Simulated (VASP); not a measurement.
# SiC in VASP: single point with PBE

Aim: the single point of SiC with PBE.

Program: VASP 6.6.1. These are calculated values, not measurements. Logs are shortened: lines on timing, memory, paths and dates and some standing lists are left out, and cuts for length are marked.

**1. The cell of the first run**

The cell holds a sheet with vacuum, 2 atoms: a = 3.097 Å, b = 3.097 Å, c = 23.800 Å, α = 90.00°, β = 90.00°, γ = 120.00°.

**2. Single point, PBE**

Contents of INCAR:

```
PREC = Accurate ; ENCUT = 520
EDIFF = 1E-6 ; ISMEAR = 0
SIGMA = 0.03 ; LREAL = False
LASPH = True ; NELM = 120
ALGO = Normal ; ISIF = 2
LWAVE = False ; LCHARG = False
LDIPOL = True ; IDIPOL = 3
DIPOL = 0.5 0.5 0.294 ; GGA = PE
NBANDS = 11 ; GGA_COMPAT = False
NELMDL = -8
```

Contents of KPOINTS:

```
Automatic mesh
0
Gamma
  12 12 1
```

Contents of POSCAR:

```
SiC
1.0
    3.0965761148      0.0000000000      0.0000000000
   -1.5482880574      2.6817135801      0.0000000000
    0.0000000000      0.0000000000     23.8000000000
Si C
1 1
Direct
    0.3333333333      0.6666666667      0.2941176471
    0.6666666667      0.3333333333      0.2941176471
```

Potentials or basis: VASP PAW PBE potentials, release 64 (Si, C).

Command:

```
cat potpaw_PBE.64/Si/POTCAR potpaw_PBE.64/C/POTCAR > POTCAR
mpirun -np 1 vasp_std > vasp.out
```

OUTCAR:

```text
PREC = Accurate
   ENCUT = 520
   EDIFF = 1E-6
   ISMEAR = 0
   LREAL = False
   LASPH = True
   NELM = 120
   ISIF = 2
   GGA = PE
   NELMDL = -8

 ion  position               nearest neighbor table
   1  0.333  0.667  0.294-   2 1.79   2 1.79   2 1.79
   2  0.667  0.333  0.294-   1 1.79   1 1.79   1 1.79

  LATTYP: Found a hexagonal cell.
 ALAT       =     3.0965761148
 C/A-ratio  =     7.6859082799

  Lattice vectors:

 A1 = (   3.0965761148,   0.0000000000,   0.0000000000)
 A2 = (  -1.5482880574,   2.6817135801,   0.0000000000)
 A3 = (   0.0000000000,   0.0000000000,  23.8000000000)

Analysis of symmetry for initial positions (statically):
=====================================================================
 Subroutine PRICEL returns:
 Original cell was already a primitive cell.

 Routine SETGRP: Setting up the symmetry group for a
 hexagonal supercell.

 Subroutine GETGRP returns: Found 12 space group operations
 (whereof  6 operations were pure point group operations)
 out of a pool of 24 trial point group operations.

The static configuration has the point symmetry C_3v.
 The point group associated with its full space group is D_3h.

Analysis of symmetry for dynamics (positions and initial velocities):
=====================================================================
 Subroutine PRICEL returns:
 Original cell was already a primitive cell.

 Routine SETGRP: Setting up the symmetry group for a
 hexagonal supercell.

 Subroutine GETGRP returns: Found 12 space group operations
 (whereof  6 operations were pure point group operations)
 out of a pool of 24 trial point group operations.

The dynamic configuration has the point symmetry C_3v.
 The point group associated with its full space group is D_3h.

 Subroutine INISYM returns: Found 12 space group operations
 (whereof  6 operations are pure point group operations),
 and found     1 'primitive' translations

----------------------------------------------------------------------------------------

                                     Primitive cell

  volume of cell :     197.6383

  direct lattice vectors                    reciprocal lattice vectors
     3.096576115  0.000000000  0.000000000     0.322937323  0.186447950  0.000000000
    -1.548288057  2.681713580  0.000000000     0.000000000  0.372895900  0.000000000
     0.000000000  0.000000000 23.800000000     0.000000000  0.000000000  0.042016807

  length of vectors
     3.096576115  3.096576115 23.800000000     0.372895900  0.372895900  0.042016807

  position of ions in fractional coordinates (direct lattice)
     0.333333333  0.666666667  0.294117647
     0.666666667  0.333333333  0.294117647

[... 89 lines left out ...]
     AMIX     =   0.40;   BMIX     =  1.00
     AMIX_MAG =   1.60;   BMIX_MAG =  1.00
  volume/ion in A,a.u.               =      98.82       666.86
  Fermi-wavevector in a.u.,A,eV,Ry     =   0.562101  1.062217  4.298865  0.315958
  Thomas-Fermi vector in A             =   1.598678
   LORBIT       =      0    0 simple, 1 ext, 2 COOP (PROOUT), +10 PAW based schemes
   GGA     = PE    functional components
   LHFCALC =     F    Hartree Fock is set to
   AEXX    =    0.0000 exact exchange contribution
   IVDW    =     0    specifies the selected vdW correction
   LEPSILON=     F    determine dielectric tensor
   LRPA    =     F    only Hartree local field effects (RPA)
 non-spin polarized calculation
 Gauss-broadening in eV      SIGMA  =   0.03
  energy-cutoff  :      520.00
  volume of cell :      197.64
 maximum number of plane-waves:      5351
 NGX is ok and might be reduce to    24
   NGX = 11   NGY = 11   NGZ = 89

 dipolmoment           0.000000      0.000000     -0.000001 electrons x Angstroem

 number of electron       8.0000000 magnetization

 dipolmoment           0.000000      0.000000      0.000005 electrons x Angstroem

 Free energy of the ion-electron system (eV)
  ---------------------------------------------------
  ext. energy  EPLUGINS =         0.00000000
  ---------------------------------------------------
  free energy    TOTEN  =       -14.05375694 eV

  energy without entropy =      -14.05375694  energy(sigma->0) =      -14.05375694

 E-fermi :  -3.4941     XC(G=0):  -1.8446

 val. band max:       -3.6434292039   @ k =   0.3333   0.3333   0.0000
 cond. band min:      -1.1074632140   @ k =   0.5000  -0.0000   0.0000
 fundamental gap:      2.5359659899
 Fermi energy:        -3.4940796498

 k-point     1 :       0.0000    0.0000    0.0000
  band No.  band energies     occupation
      1     -17.3250      2.00000
      2      -7.4064      2.00000
      3      -4.9771      2.00000
      4      -4.9771      2.00000
      5      -0.5797      0.00000
      6       1.0722      0.00000
      7       1.3859      0.00000
      8       1.9464      0.00000
      9       2.0027      0.00000
     10       2.9897      0.00000
     11       3.4157      0.00000
[... 239 lines left out ...]
 k-point    19 :       0.3333    0.3333    0.0000
  band No.  band energies     occupation
      1     -13.7890      2.00000
      2     -10.9040      2.00000
      3      -9.2925      2.00000
      4      -3.6434      2.00000
      5      -1.0943      0.00000
      6       3.2664      0.00000
      7       3.5809      0.00000
      8       5.1566      0.00000
      9       6.8817      0.00000
     10       7.7878      0.00000
     11       7.9082      0.00000

------------------------ aborting loop because EDIFF is reached ----------------------------------------

 vacuum level on the upper side and lower side of the slab       (xc-potential included)        -0.008        -0.008

  FORCE on cell =-STRESS in cart. coord.  units (eV):
  Direction    XX          YY          ZZ          XY          YZ          ZX
  --------------------------------------------------------------------------------------
  -------------------------------------------------------------------------------------
  Total       -0.0154082     -0.0154082     -0.0056848      0.0000000      0.0000000      0.0000000
  in kB       -0.1249086     -0.1249086     -0.0460844      0.0000000      0.0000000      0.0000000
  external PRESSURE =      -0.0986339 kB  Pullay stress =       0.0000000 kB

 VOLUME and BASIS-vectors are now :
 -----------------------------------------------------------------------------
  energy-cutoff  :      520.00
  volume of cell :      197.64
      direct lattice vectors                 reciprocal lattice vectors
     3.096576115  0.000000000  0.000000000     0.322937323  0.186447950  0.000000000
    -1.548288057  2.681713580  0.000000000     0.000000000  0.372895900  0.000000000
     0.000000000  0.000000000 23.800000000     0.000000000  0.000000000  0.042016807

 POSITION                                       TOTAL-FORCE (eV/Angst)
 -----------------------------------------------------------------------------------
     -0.00000      1.78781      7.00000        -0.000000      0.000000     -0.000000
      1.54829      0.89390      7.00000         0.000000     -0.000000      0.000000
 -----------------------------------------------------------------------------------
    total drift:                                0.000000     -0.000000      0.000048

  FREE ENERGIE OF THE ION-ELECTRON SYSTEM (eV)
  ---------------------------------------------------
  free  energy   TOTEN  =       -14.0537569416 eV

  energy  without entropy=      -14.0537569416  energy(sigma->0) =      -14.05375694

 vacuum level on the upper side and lower side of the slab         1.375         1.375
```

OSZICAR:

```text
N       E                     dE             d eps       ncg     rms          rms(c)
DAV:   1     0.512447129725E+02    0.51245E+02   -0.25642E+03   418   0.472E+02
DAV:   2    -0.865179284112E+01   -0.59897E+02   -0.51313E+02   620   0.937E+01
DAV:   3    -0.167261021623E+02   -0.80743E+01   -0.80545E+01   625   0.423E+01
[... 16 lines left out ...]
DAV:  20    -0.140537066989E+02   -0.48757E-04   -0.43814E-06   584   0.732E-03    0.708E-03
DAV:  21    -0.140537465512E+02   -0.39852E-04   -0.35629E-06   529   0.716E-03    0.554E-03
DAV:  22    -0.140537538187E+02   -0.72675E-05   -0.36574E-07   542   0.260E-03    0.330E-03
DAV:  23    -0.140537565107E+02   -0.26919E-05   -0.22584E-07   534   0.207E-03    0.139E-03
DAV:  24    -0.140537569416E+02   -0.43099E-06   -0.11170E-08   560   0.518E-04
   1 F= -.14053757E+02 E0= -.14053757E+02  d E =-.405331E-14
```

stdout:

```text
POSCAR found type information on POSCAR SiC
 POSCAR found :  2 types and       2 ions
 scaLAPACK will be used
 LDA part: xc-table for (Slater+PW92), standard interpolation
 POSCAR, INCAR and KPOINTS ok, starting setup
 FFT: planning ... GRIDC
 FFT: planning ... GRID_SOFT
 FFT: planning ... GRID
 WAVECAR not read
 entering main loop
```

It took 32 s on 1 thread of Intel Xeon 6975P-C (Granite Rapids), shared host; peak memory 0.3 GiB.

Results:

- Free energy: -14.0538 eV
- Band gap on the k mesh: 2.54 eV (least direct gap 2.55 eV)

Levels at points of the mesh, in eV from the valence-band top:
```tsv
k point	band 2	band 3	band 4	band 5	band 6	band 7
(0.00, 0.00, 0.00)	-3.76	-1.33	-1.33	3.06	4.72	5.03
(0.50, 0.00, 0.00)	-7.88	-2.85	-0.70	2.54	3.84	8.01
```
